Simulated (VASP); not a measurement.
# TiC (I4/mmm) in VASP: notebook, part 2 of 3

VASP 6.6.1. The steps go on from the part before.

**4. Single point, r2SCAN (strain +0.000 along x and y, +0.015 along z)**

The input, POSCAR:

```
TiC
1.0
    0.0000000000      2.1640000000      2.1964600000
    2.1640000000      0.0000000000      2.1964600000
    2.1640000000      2.1640000000      0.0000000000
Ti C
1 1
Direct
    0.0000000000      0.0000000000      0.0000000000
    0.5000000000      0.5000000000      0.5000000000
```

The input, INCAR.step1:

```
SYSTEM = TiC
PREC = Accurate ; ENCUT = 520
ISMEAR = 0 ; SIGMA = 0.15
LREAL = .FALSE. ; LASPH = .TRUE.
NELM = 100 ; NBANDS = 15
GGA = PE ; ALGO = Normal
EDIFF = 1E-4 ; LWAVE = .TRUE.
LCHARG = .FALSE.
```

The input, INCAR.step2:

```
SYSTEM = TiC
PREC = Accurate ; ENCUT = 520
EDIFF = 1E-6 ; ISMEAR = 0
SIGMA = 0.15 ; LREAL = .FALSE.
LASPH = .TRUE. ; NELM = 100
ALGO = Normal ; ISIF = 2
LWAVE = .FALSE. ; LCHARG = .FALSE.
METAGGA = R2SCAN ; LMIXTAU = .TRUE.
NBANDS = 15 ; ISTART = 1
```

The input, KPOINTS:

```
Automatic mesh
0
G
  18 18 18
  0 0 0
```

Potentials or basis: VASP PAW PBE potentials, release 64 (Ti_sv, C).

Started as:

```sh
$ cat potpaw_PBE.64/Ti_sv/POTCAR potpaw_PBE.64/C/POTCAR > POTCAR
$ cp INCAR.step1 INCAR
$ mpirun -np 1 vasp_std > vasp.out
$ cp INCAR.step2 INCAR
$ mpirun -np 1 vasp_std > vasp.out
```

OUTCAR:

```text
SYSTEM = TiC
   PREC = Accurate
   ENCUT = 520
   EDIFF = 1E-6
   ISMEAR = 0
   LREAL = .FALSE.
   LASPH = .TRUE.
   NELM = 100
   ISIF = 2
   METAGGA = R2SCAN
   ISTART = 1

 ion  position               nearest neighbor table
   1  0.000  0.000  0.000-   2 2.16   2 2.16   2 2.16   2 2.16   2 2.20   2 2.20
   2  0.500  0.500  0.500-   1 2.16   1 2.16   1 2.16   1 2.16   1 2.20   1 2.20

  LATTYP: Found a body centered tetragonal cell.
 ALAT       =     3.0603581490
 C/A-ratio  =     1.4354267658

  Lattice vectors:

 A1 = (  -2.1640000000,   0.0000000000,   2.1964600000)
 A2 = (   2.1640000000,   0.0000000000,   2.1964600000)
 A3 = (   0.0000000000,   2.1640000000,  -2.1964600000)

Analysis of symmetry for initial positions (statically):
=====================================================================
 Subroutine PRICEL returns:
 Original cell was already a primitive cell.

 Routine SETGRP: Setting up the symmetry group for a
 body centered tetragonal supercell.

 Subroutine GETGRP returns: Found 16 space group operations
 (whereof 16 operations were pure point group operations)
 out of a pool of 16 trial point group operations.

The static configuration has the point symmetry D_4h.

Analysis of symmetry for dynamics (positions and initial velocities):
=====================================================================
 Subroutine PRICEL returns:
 Original cell was already a primitive cell.

 Routine SETGRP: Setting up the symmetry group for a
 body centered tetragonal supercell.

 Subroutine GETGRP returns: Found 16 space group operations
 (whereof 16 operations were pure point group operations)
 out of a pool of 16 trial point group operations.

The dynamic configuration has the point symmetry D_4h.

 Subroutine INISYM returns: Found 16 space group operations
 (whereof 16 operations are pure point group operations),
 and found     1 'primitive' translations

----------------------------------------------------------------------------------------

[... 121 lines left out ...]
   LEPSILON=     F    determine dielectric tensor
   LRPA    =     F    only Hartree local field effects (RPA)
 non-spin polarized calculation
 Gauss-broadening in eV      SIGMA  =   0.15
  energy-cutoff  :      520.00
  volume of cell :       20.57
 maximum number of plane-waves:       568
   NGX = 11   NGY = 11   NGZ = 11

 number of electron      15.9999998 magnetization

 Free energy of the ion-electron system (eV)
  ---------------------------------------------------
  ext. energy  EPLUGINS =         0.00000000
  ---------------------------------------------------
  free energy    TOTEN  =       -24.86515056 eV

  energy without entropy =      -24.86225713  energy(sigma->0) =      -24.86370385

 E-fermi :   9.3511     XC(G=0): -13.5159

 val. band max:        9.3482161280   @ k =   0.1111   0.0000   0.0556
 cond. band min:       9.3616151242   @ k =   0.4444   0.3889   0.0000
 fundamental gap:      0.0133989962
 Fermi energy:         9.3510943644

 k-point     1 :       0.0000    0.0000    0.0000
  band No.  band energies     occupation
      1     -49.6748      2.00000
      2     -24.6718      2.00000
      3     -24.6523      2.00000
      4     -24.6523      2.00000
      5      -3.8040      2.00000
      6      10.1228      0.00000
      7      10.2401      0.00000
      8      10.2401      0.00000
      9      10.9570      0.00000
     10      10.9727      0.00000
     11      11.0105      0.00000
     12      11.0105      0.00000
     13      11.0844      0.00000
     14      20.3543      0.00000
[... 401 lines left out ...]
      2     -24.8961      2.00000
      3     -24.7078      2.00000
      4     -24.6645      2.00000
      5      -2.5156      2.00000
      6       6.5637      2.00000
      7       7.4310      2.00000
      8       7.6846      2.00000
      9      11.0513      0.00000
     10      11.3885      0.00000
     11      12.4206      0.00000
     12      14.5445      0.00000
     13      15.7892      0.00000
     14      21.1792      0.00000
     15      24.1685      0.00000

 [... further k-points ...]

------------------------ aborting loop because EDIFF is reached ----------------------------------------

  FORCE on cell =-STRESS in cart. coord.  units (eV):
  Direction    XX          YY          ZZ          XY          YZ          ZX
  --------------------------------------------------------------------------------------
  -------------------------------------------------------------------------------------
  Total       -0.1253141     -0.1253141     -0.8320806      0.0000000      0.0000000      0.0000000
  in kB       -9.7598382     -9.7598382    -64.8049502      0.0000000      0.0000000      0.0000000
  external PRESSURE =     -28.1082089 kB  Pullay stress =       0.0000000 kB

 VOLUME and BASIS-vectors are now :
 -----------------------------------------------------------------------------
  energy-cutoff  :      520.00
  volume of cell :       20.57
      direct lattice vectors                 reciprocal lattice vectors
     0.000000000  2.164000000  2.196460000    -0.231053604  0.231053604  0.227639019
     2.164000000  0.000000000  2.196460000     0.231053604 -0.231053604  0.227639019
     2.164000000  2.164000000  0.000000000     0.231053604  0.231053604 -0.227639019

 POSITION                                       TOTAL-FORCE (eV/Angst)
 -----------------------------------------------------------------------------------
      0.00000      0.00000      0.00000         0.000000     -0.000000      0.000000
      2.16400      2.16400      2.19646        -0.000000      0.000000     -0.000000
 -----------------------------------------------------------------------------------
    total drift:                                0.000000     -0.000000     -0.000000

  FREE ENERGIE OF THE ION-ELECTRON SYSTEM (eV)
  ---------------------------------------------------
  free  energy   TOTEN  =       -24.8651505629 eV

  energy  without entropy=      -24.8622571323  energy(sigma->0) =      -24.86370385
```

OSZICAR.step1:

```text
N       E                     dE             d eps       ncg     rms          rms(c)
DAV:   1     0.118172908844E+03    0.11817E+03   -0.79627E+03 14437   0.127E+03
DAV:   2    -0.166449896426E+02   -0.13482E+03   -0.12620E+03 15408   0.334E+02
DAV:   3    -0.241040095219E+02   -0.74590E+01   -0.73312E+01 18666   0.775E+01
DAV:   4    -0.243453118417E+02   -0.24130E+00   -0.24105E+00 18200   0.128E+01
DAV:   5    -0.243505170325E+02   -0.52052E-02   -0.52045E-02 18657   0.171E+00    0.180E+01
DAV:   6    -0.193640726515E+02    0.49864E+01   -0.11958E+01 20502   0.562E+01    0.704E+00
DAV:   7    -0.187471845033E+02    0.61689E+00   -0.22361E+00 17012   0.211E+01    0.482E+00
DAV:   8    -0.187242078403E+02    0.22977E-01   -0.10710E-01 16402   0.329E+00    0.353E+00
DAV:   9    -0.187098614997E+02    0.14346E-01   -0.10842E-01 19653   0.473E+00    0.757E-01
DAV:  10    -0.187084805288E+02    0.13810E-02   -0.12748E-02 18863   0.138E+00    0.660E-01
DAV:  11    -0.187062198950E+02    0.22606E-02   -0.28296E-03 16717   0.764E-01    0.234E-01
DAV:  12    -0.187059431001E+02    0.27679E-03   -0.49615E-04 18217   0.356E-01    0.460E-02
DAV:  13    -0.187059237873E+02    0.19313E-04   -0.60212E-05  8958   0.987E-02
   1 F= -.18705924E+02 E0= -.18704193E+02  d E =-.346142E-02
```

Run time: 2.6 min. Hardware: 1 thread of Intel Xeon 6975P-C (Granite Rapids), shared host; peak memory 0.26 GiB.

Results:

| Item | Value |
| --- | --- |
| Free energy | -24.8652 eV |
| Pressure | -2.8 GPa |
| Band gap on the k mesh | zero (bands 8 and 9 overlap by 1.41 eV) |

Caveat: the cell differs from its parent crystal (strain +0.000 along x and y, +0.015 along z); the stress differs along the axes, from -6 to -1 GPa; the PAW data sets were made with another functional, which shifts forces and pressure a little.

[end of part 2 of 3]

The gap in the log of VASP goes by the Fermi energy; the results here count the filled bands.